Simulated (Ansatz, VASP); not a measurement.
**HfC in VASP and in Ansatz**

```
Hf C
1.0
     0.00000    2.32500    2.32500
     2.32500    0.00000    2.32500
     2.32500    2.32500    0.00000
Hf C
1 1
Direct
  0.50000 0.50000 0.50000
  0.00000 0.00000 0.00000
```

Alike in both runs: task single point; functional LDA; k mesh 10 × 10 × 10; occupations fermi-dirac, width 0.0816 eV; no spin polarisation.

|  | VASP | Ansatz |
| --- | --- | --- |
| version | VASP 6.6.1 | Ansatz 0.2.0 |
| potentials or method | VASP PAW LDA potentials, release 64 (Hf_pv, C) | PAW with Ansatz's default frozen-core files, scalar-relativistic |
| plane-wave cutoff (eV) | 600 | 420 |
| valence electrons in the cell | 14 | 30 |

Ansatz gave:

* pressure (GPa): -11.9

Q: What did VASP give for the same quantities?

A: Pressure (GPa): -11.7.

LDA's correlation is that of Perdew and Zunger in VASP and of Perdew and Wang (1992) in Ansatz. VASP's potentials hold 14 valence electrons a cell and Ansatz's 30, so a difference there can come from the potentials and not from the codes.

Neither program's run includes spin-orbit coupling.
